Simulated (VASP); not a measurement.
Runs of VASP 6.6.1 on C. The structure is that of space group Fd-3m (No. 227), or close to it. The cells are those of the table. 

```csv
task,cell,k mesh,cutoff (eV),gap on the mesh (eV),pressure (GPa)
relaxation of cell and atoms,"relaxed from a = 2.913 Å, angles 60.0°, 2 atoms",9 × 9 × 9,600,4.15,0.0
relaxation of cell and atoms,"relaxed from a = 2.526 Å, angles 60.0°, 2 atoms",10 × 10 × 10,600,4.16,0.0
single point,"a = 2.542 Å, angles 60.0°, 2 atoms",10 × 10 × 10,520,(b),-7.7
single point,"a = 2.526 Å, angles 60.0°, 2 atoms",10 × 10 × 10,520,4.16,(a)
single point,"a = 2.509 Å, angles 60.0°, 2 atoms",10 × 10 × 10,520,4.20,9.8
```

Alike in all rows: level PBE; potentials or basis VASP PAW PBE potentials, release 64 (C); no spin polarisation; smearing gaussian 0.02 eV.

Question: Estimate the missing entries.

Answer: (a) 0.7; (b) 4.12.

Caveats: the relaxation stopped at its first step, so nothing moved (some runs).

A k mesh can miss the band edges.
